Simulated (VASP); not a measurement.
Input of a VASP 6.6.1 run:

The input POSCAR:

```
CaO
1.0
    0.0000000000      2.5469600000      2.6449200000
    2.5469600000      0.0000000000      2.6449200000
    2.5469600000      2.5469600000      0.0000000000
Ca O
1 1
Direct
    0.0000000000      0.0000000000      0.0000000000
    0.5000000000      0.5000000000      0.5000000000
```

Contents of INCAR.step1:

```
PREC     = Accurate       # precision mode
ENCUT    = 520            # plane-wave cutoff, eV
ISMEAR   = 0              # smearing method
SIGMA    = 0.05           # smearing width, eV
LREAL    = False          # projectors in reciprocal space
LASPH    = True           # aspherical terms in the spheres
NELM     = 100            # most SCF steps
NBANDS   = 15             # bands
GGA      = PE             # functional
ALGO     = Normal         # electronic algorithm
EDIFF    = 1E-4           # SCF threshold, eV
LWAVE    = True           # write WAVECAR
LCHARG   = False          # write CHGCAR
```

The input INCAR.step2:

```
PREC     = Accurate       # precision mode
ENCUT    = 520            # plane-wave cutoff, eV
EDIFF    = 1E-7           # SCF threshold, eV
ISMEAR   = 0              # smearing method
SIGMA    = 0.05           # smearing width, eV
LREAL    = False          # projectors in reciprocal space
LASPH    = True           # aspherical terms in the spheres
NELM     = 100            # most SCF steps
ALGO     = Normal         # electronic algorithm
ISIF     = 2              # what is computed and relaxed
LWAVE    = False          # write WAVECAR
LCHARG   = True           # write CHGCAR
METAGGA  = R2SCAN         # meta-GGA
LMIXTAU  = True         
LELF     = True           # ELF
LVHAR    = True         
NBANDS   = 15             # bands
ISTART   = 1
```

KPOINTS

```
regular mesh
0
Gamma
  8 8 8
```

Potentials or basis: VASP PAW PBE potentials, release 64 (Ca_sv, O).

Command:

```bash
$ cat potpaw_PBE.64/Ca_sv/POTCAR potpaw_PBE.64/O/POTCAR > POTCAR
$ cp INCAR.step1 INCAR
$ mpirun -np 1 vasp_std > vasp.out
$ cp INCAR.step2 INCAR
$ mpirun -np 1 vasp_std > vasp.out
```

Question: Predict the pressure.

Answer: -15.4 GPa.

Question: Estimate the band gap on the k mesh.

Answer: 3.82 eV, direct.

Stress tensor (GPa, compression positive):
```
-15.03   0.00   0.00
  0.00 -15.03   0.00
  0.00   0.00 -16.05
```

Caveat: the cell differs from its parent crystal (strain +0.040 along x and y, +0.080 along z); the PAW data sets were made with another functional, which shifts forces and pressure a little. A k mesh can miss the band edges.
